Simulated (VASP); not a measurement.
# Mg (Fd-3m) in VASP: further runs

The runs below take Mg through single point, relaxation of cell and atoms, with PBE.

All numbers are computed with VASP 6.6.1; they aren't measurements. Logs are shortened: lines on timing, memory, paths and dates and some standing lists are left out, and cuts for length are marked.

### 1 The cell of the first run

Symmetry: Fd-3m, No. 227, cubic system. Conventional cell: a = 6.630 Å, b = 6.630 Å, c = 6.630 Å, α = 90.00°, β = 90.00°, γ = 90.00°. Mg (site symmetry -43m) has 4 Mg at 2.87 Å within 3.8 Å.

### 2 Single point, PBE (volume scaled by 0.9)

File INCAR:

```
  PREC = Accurate
  ENCUT = 520
  EDIFF = 1E-6
  ISMEAR = -1
  SIGMA = 0.1
  LREAL = F
  LASPH = T
  NELM = 80
  ALGO = Normal
  ISIF = 2
  LWAVE = F
  LCHARG = F
  GGA = PE
  NBANDS = 9
```

File KPOINTS:

```
Automatic mesh
0
Gamma
  12 12 12
```

File POSCAR:

```
Mg
1.0
    0.0000000000      3.3150155520      3.3150155520
    3.3150155520      0.0000000000      3.3150155520
    3.3150155520      3.3150155520      0.0000000000
Mg
2
Direct
   -0.1250000000     -0.1250000000     -0.1250000000
    0.1250000000      0.1250000000      0.1250000000
```

Potentials or basis: VASP PAW PBE potentials, release 64 (Mg).

The run is started by

```console
> cat potpaw_PBE.64/Mg/POTCAR > POTCAR
> mpirun -np 1 vasp_std > vasp.out
```

OUTCAR:

```text
PREC = Accurate
   ENCUT = 520
   EDIFF = 1E-6
   ISMEAR = -1
   LREAL = F
   LASPH = T
   NELM = 80
   ISIF = 2
   GGA = PE

 ion  position               nearest neighbor table
   1  0.875  0.875  0.875-   2 2.87   2 2.87   2 2.87   2 2.87
   2  0.125  0.125  0.125-   1 2.87   1 2.87   1 2.87   1 2.87

  LATTYP: Found a face centered cubic cell.
 ALAT       =     6.6300311040

  Lattice vectors:

 A1 = (   0.0000000000,   3.3150155520,   3.3150155520)
 A2 = (   3.3150155520,   0.0000000000,   3.3150155520)
 A3 = (   3.3150155520,   3.3150155520,   0.0000000000)

Analysis of symmetry for initial positions (statically):
=====================================================================
 Subroutine PRICEL returns:
 Original cell was already a primitive cell.

 Routine SETGRP: Setting up the symmetry group for a
 face centered cubic supercell.

 Subroutine GETGRP returns: Found 48 space group operations
 (whereof 12 operations were pure point group operations)
 out of a pool of 48 trial point group operations.

The static configuration has the point symmetry D_3d.
 The point group associated with its full space group is O_h .

Analysis of symmetry for dynamics (positions and initial velocities):
=====================================================================
 Subroutine PRICEL returns:
 Original cell was already a primitive cell.

 Routine SETGRP: Setting up the symmetry group for a
 face centered cubic supercell.

 Subroutine GETGRP returns: Found 48 space group operations
 (whereof 12 operations were pure point group operations)
 out of a pool of 48 trial point group operations.

The dynamic configuration has the point symmetry D_3d.
 The point group associated with its full space group is O_h .

 Subroutine INISYM returns: Found 48 space group operations
 (whereof 12 operations are pure point group operations),
 and found     1 'primitive' translations

----------------------------------------------------------------------------------------

                                     Primitive cell

  volume of cell :      72.8596

[... 80 lines left out ...]
   ISTART =      0    job   : 0-new  1-cont  2-samecut
   ICHARG =      2    charge: 1-file 2-atom 10-const
   ISPIN  =      1    spin polarized calculation?
   LNONCOLLINEAR =      F non collinear calculations
   LSORBIT =      F    spin-orbit coupling
   LASPH  =      T    aspherical Exc in radial PAW
   ENCUT  =  520.0 eV  38.22 Ry    6.18 a.u.   8.72  8.72  8.72*2*pi/ulx,y,z
   NELM   =     80;   NELMIN=  2; NELMDL= -5     # of ELM steps
   EDIFF  = 0.1E-05   stopping-criterion for ELM
   LREAL  =      F    real-space projection
   EDIFFG = 0.1E-04   stopping-criterion for IOM
   NSW    =      0    number of steps for IOM
   IBRION =     -1    ionic relax: 0-MD 1-quasi-New 2-CG
   NFREE  =      0    steps in history (QN), initial steepest desc. (CG)
   ISIF   =      2    stress and relaxation
   ISYM   =      2    0-nonsym 1-usesym 2-fastsym
   POTIM  = 0.5000    time-step for ionic-motion
   TEBEG  =    0.0;   TEEND  =   0.0 temperature during run
   PSTRESS=    0.0 pullay stress
   NELECT =       4.0000    total number of electrons
   NUPDOWN=      -1.0000    fix difference up-down
   EMIN   =  10.00;   EMAX   =-10.00  energy-range for DOS
   EFERMI =   0.00;   METHOD = LEGACY
   ISMEAR =    -1;   SIGMA  =   0.10  broadening in eV -4-tet -1-fermi 0-gaus
   EFERMI_NEDOS =   21; number of points for ismear=-14 and -15
   IALGO  =     38    algorithm
   IMIX   =      4    mixing-type and parameters
     AMIX     =   0.40;   BMIX     =  1.00
     AMIX_MAG =   1.60;   BMIX_MAG =  1.00
  volume/ion in A,a.u.               =      36.43       245.84
  Fermi-wavevector in a.u.,A,eV,Ry     =   0.622204  1.175795  5.267325  0.387137
  Thomas-Fermi vector in A             =   1.681978
   LORBIT       =      0    0 simple, 1 ext, 2 COOP (PROOUT), +10 PAW based schemes
   GGA     = PE    functional components
   LHFCALC =     F    Hartree Fock is set to
   AEXX    =    0.0000 exact exchange contribution
   IVDW    =     0    specifies the selected vdW correction
   LEPSILON=     F    determine dielectric tensor
   LRPA    =     F    only Hartree local field effects (RPA)
 non-spin polarized calculation
  energy-cutoff  :      520.00
  volume of cell :       72.86
 maximum number of plane-waves:      1980
   NGX = 17   NGY = 17   NGZ = 17

 number of electron       4.0000000 magnetization

 Free energy of the ion-electron system (eV)
  ---------------------------------------------------
  ext. energy  EPLUGINS =         0.00000000
  ---------------------------------------------------
  free energy    TOTEN  =        -1.45023629 eV

  energy without entropy =       -1.40576556  energy(sigma->0) =       -1.42800093

 E-fermi :   0.4295     XC(G=0):  -6.9664

 val. band max:        0.4053587129   @ k =  -0.3333   0.3333   0.1667
 cond. band min:       0.4298185189   @ k =  -0.4167   0.4167   0.0833
 fundamental gap:      0.0244598060
 Fermi energy:         0.4294907731

 k-point     1 :       0.0000    0.0000    0.0000
  band No.  band energies     occupation
      1      -4.8024      2.00000
      2       3.8664      0.00000
      3       3.8664      0.00000
      4       3.8664      0.00000
      5       4.9143      0.00000
      6       4.9143      0.00000
      7       4.9143      0.00000
      8       6.9643      0.00000
      9       7.6627      0.00000
[... 265 lines left out ...]
 k-point    24 :      -0.4167    0.1667    0.0000
  band No.  band energies     occupation
      1      -2.6986      2.00000
      2      -1.3663      2.00000
      3       1.3855      0.00014
      4       2.5257      0.00000
      5       4.2286      0.00000
      6       5.8509      0.00000
      7       6.1698      0.00000
      8       8.4795      0.00000
      9       8.6816      0.00000

 [... further k-points ...]
[... 5 lines left out ...]
  --------------------------------------------------------------------------------------
  -------------------------------------------------------------------------------------
  Total        0.6418869      0.6418869      0.6418869      0.0000000     -0.0000000     -0.0000000
  in kB       14.1150496     14.1150496     14.1150496      0.0000000     -0.0000000     -0.0000000
  external PRESSURE =      14.1150496 kB  Pullay stress =       0.0000000 kB

 VOLUME and BASIS-vectors are now :
 -----------------------------------------------------------------------------
  energy-cutoff  :      520.00
  volume of cell :       72.86
      direct lattice vectors                 reciprocal lattice vectors
     0.000000000  3.315015552  3.315015552    -0.150828855  0.150828855  0.150828855
     3.315015552  0.000000000  3.315015552     0.150828855 -0.150828855  0.150828855
     3.315015552  3.315015552  0.000000000     0.150828855  0.150828855 -0.150828855

 POSITION                                       TOTAL-FORCE (eV/Angst)
 -----------------------------------------------------------------------------------
      5.80128      5.80128      5.80128        -0.000000     -0.000000      0.000000
      0.82875      0.82875      0.82875         0.000000      0.000000     -0.000000
 -----------------------------------------------------------------------------------
    total drift:                               -0.000000      0.000000      0.000000

  FREE ENERGIE OF THE ION-ELECTRON SYSTEM (eV)
  ---------------------------------------------------
  free  energy   TOTEN  =        -1.4502362908 eV

  energy  without entropy=       -1.4057655626  energy(sigma->0) =       -1.42800093
```

stdout:

```text
POSCAR found type information on POSCAR Mg
 POSCAR found :  1 types and       2 ions
 scaLAPACK will be used
 LDA part: xc-table for (Slater+PW92), standard interpolation
 POSCAR, INCAR and KPOINTS ok, starting setup
 FFT: planning ... GRIDC
 FFT: planning ... GRID_SOFT
 FFT: planning ... GRID
 WAVECAR not read
 entering main loop
```

Wall time 13 s (1 thread of Intel Xeon 6975P-C (Granite Rapids), shared host); peak memory 0.21 GiB.

What came out:

- Free energy: -1.4502 eV
- Pressure: 1.4 GPa
- Band gap on the k mesh: zero (band 2 reaches 3.87 eV, above the bottom of band 3 at -0.14 eV)

Caveat: the cell differs from its parent crystal (volume scaled by 0.9).

### 3 Single point, PBE (volume scaled by 0.9)

File INCAR:

```
SYSTEM = Mg
ALGO = Normal
EDIFF = 1E-6
ENCUT = 520
GGA = PE
ISIF = 2
ISMEAR = -1
LASPH = .True.
LCHARG = .False.
LREAL = .False.
LWAVE = .False.
NBANDS = 9
NELM = 60
PREC = Accurate
SIGMA = 0.1
```

File KPOINTS:

```
k-points
0
Gamma
  12 12 12
  0 0 0
```

POSCAR is that of step 2.

Potentials or basis: VASP PAW PBE potentials, release 64 (Mg).

The run is started by

```console
> cat potpaw_PBE.64/Mg/POTCAR > POTCAR
> mpirun -np 1 vasp_std > vasp.out
```

It took 13 s on 1 thread of Intel Xeon 6975P-C (Granite Rapids), shared host; peak memory 0.21 GiB.

Results (log left out):

- Free energy: -1.4502 eV
- Pressure: 1.4 GPa
- Band gap on the k mesh: zero (band 2 reaches 3.87 eV, above the bottom of band 3 at -0.14 eV)

Levels at points of the mesh, in eV from the Fermi level:
| k point | band 1 | band 2 | band 3 | band 4 | band 5 | band 6 |
| --- | --- | --- | --- | --- | --- | --- |
| (0.00, 0.00, 0.00) | -5.23 | 3.44 | 3.44 | 3.44 | 4.48 | 4.48 |
| (0.50, 0.00, 0.00) | -3.31 | -2.06 | 2.52 | 2.52 | 4.24 | 4.52 |
| (0.50, 0.50, 0.00) | -2.09 | -2.09 | 1.03 | 1.03 | 2.51 | 2.51 |

Caveat: the cell differs from its parent crystal (volume scaled by 0.9).

### 4 Single point, PBE

This run uses another cell than the first one, of 40.48 Å³/atom, 1.111 times its volume.

Changes to INCAR since step 3:

```diff
@@ -2,3 +2,3 @@
 ALGO = Normal
-EDIFF = 1E-6
+EDIFF = 1E-7
 ENCUT = 520
@@ -12,3 +12,3 @@
 NBANDS = 9
-NELM = 60
+NELM = 100
 PREC = Accurate
```

KPOINTS is that of step 3.

File POSCAR:

```
Mg
1.0
    0.0000000000      3.4335080269      3.4335080269
    3.4335080269      0.0000000000      3.4335080269
    3.4335080269      3.4335080269      0.0000000000
Mg
2
Direct
   -0.1250000000     -0.1250000000     -0.1250000000
    0.1250000000      0.1250000000      0.1250000000
```

The run is started by

```console
> cat potpaw_PBE.64/Mg/POTCAR > POTCAR
> mpirun -np 1 vasp_std > vasp.out
```

It took 16 s on 1 thread of Intel Xeon 6975P-C (Granite Rapids), shared host; peak memory 0.22 GiB.

The run converged. Its results:

| Quantity | Value |
| --- | --- |
| Free energy | -1.4831 eV |
| Pressure | 0.0 GPa |
| Band gap on the k mesh | zero (band 2 reaches 3.26 eV, above the bottom of band 3 at -0.36 eV) |

Levels at points of the mesh, in eV from the Fermi level:
| k point | band 1 | band 2 | band 3 | band 4 | band 5 | band 6 |
| --- | --- | --- | --- | --- | --- | --- |
| (0.00, 0.00, 0.00) | -4.94 | 3.16 | 3.16 | 3.16 | 4.23 | 4.23 |
| (0.50, 0.00, 0.00) | -3.22 | -1.90 | 2.30 | 2.30 | 3.80 | 4.34 |
| (0.50, 0.50, 0.00) | -2.06 | -2.06 | 0.96 | 0.96 | 2.43 | 2.43 |

### 5 Relaxation of cell and atoms, PBE

This run uses another cell than the first one, of 28.67 Å³/atom, 0.787 times its volume.

File INCAR:

```
SYSTEM = Mg
  PREC = Accurate
  ENCUT = 600
  EDIFF = 1E-7
  ISMEAR = -1
  SIGMA = 0.1
  LREAL = .FALSE.
  LASPH = .TRUE.
  NELM = 60
  ALGO = Normal
  ISIF = 3
  LWAVE = .FALSE.
  LCHARG = .FALSE.
  GGA = PE
  IBRION = 2
  NSW = 60
  EDIFFG = -0.005
```

File KPOINTS:

```
regular mesh
0
G
  12 12 12
  0 0 0
```

File POSCAR:

```
Mg
1.0
    0.0000000000      3.0606187252      3.0606187252
    3.0606187252      0.0000000000      3.0606187252
    3.0606187252      3.0606187252      0.0000000000
Mg
2
Direct
   -0.1250000000     -0.1250000000     -0.1250000000
    0.1250000000      0.1250000000      0.1250000000
```

The run is started by

```console
> cat potpaw_PBE.64/Mg/POTCAR > POTCAR
> mpirun -np 1 vasp_std > vasp.out
```

Run time: 2.6 min. Hardware: 1 thread of AMD EPYC, shared host; peak memory 0.19 GiB.

It converged, with:

- Free energy: -1.4831 eV
- Relaxed volume: 40.50 Å³/atom
- Relaxed cell: a = 4.856 Å, b = 4.856 Å, c = 4.856 Å, α = 60.00°, β = 60.00°, γ = 60.00°
- Space group after relaxing (to 0.05 Å): Fd-3m (No. 227)
- Energy gained by relaxing: 204.6 meV/atom
- Ionic steps: 5
- Pressure after relaxing: 0.0 GPa
- Band gap on the k mesh: zero (band 2 reaches 3.26 eV, above the bottom of band 3 at -0.36 eV)

Step by step:
| step | energy change (eV) | largest force (eV/Å) | pressure (GPa) | volume (Å³) |
| --- | --- | --- | --- | --- |
| 1 | 0.0000 | 0.0000 | 7.37 | 57.34 |
| 2 | -0.3311 | 0.0000 | 2.38 | 68.99 |
| 3 | -0.4027 | 0.0000 | 0.57 | 77.18 |
| 4 | -0.4091 | 0.0000 | 0.09 | 80.36 |
| 5 | -0.4092 | 0.0000 | 0.00 | 80.99 |

Final structure:
```
Mg
1.0
     0.00000    3.43404    3.43404
     3.43404    0.00000    3.43404
     3.43404    3.43404    0.00000
Mg
2
Direct
  0.87500 0.87500 0.87500
  0.12500 0.12500 0.12500
```

Levels at points of the mesh, in eV from the Fermi level:
| k point | band 1 | band 2 | band 3 | band 4 | band 5 | band 6 |
| --- | --- | --- | --- | --- | --- | --- |
| (0.00, 0.00, 0.00) | -4.94 | 3.16 | 3.16 | 3.16 | 4.23 | 4.23 |
| (0.50, 0.00, 0.00) | -3.22 | -1.90 | 2.30 | 2.30 | 3.79 | 4.34 |
| (0.50, 0.50, 0.00) | -2.06 | -2.06 | 0.96 | 0.96 | 2.43 | 2.43 |

Caveat: the volume moved by over 15 % at a fixed basis, so the end points are rough.

### 6 Summary

```tsv
task	cell	cutoff (eV)	gap on the mesh (eV)	pressure (GPa)
single point	a = 4.688 Å, angles 60.0°, 2 atoms	520	none	1.4
single point	a = 4.856 Å, angles 60.0°, 2 atoms	520	none	0.0
relaxation of cell and atoms	relaxed from a = 4.328 Å, angles 60.0°, 2 atoms	600	none	0.0
```

Alike in all rows: level PBE; potentials or basis VASP PAW PBE potentials, release 64 (Mg); no spin polarisation; k mesh 12 × 12 × 12; smearing fermi-dirac 0.1 eV.

Caveats: the volume moved by over 15 % at a fixed basis, so the end points are rough (some runs).

Absolute energies hang on the potentials; compare differences alone.
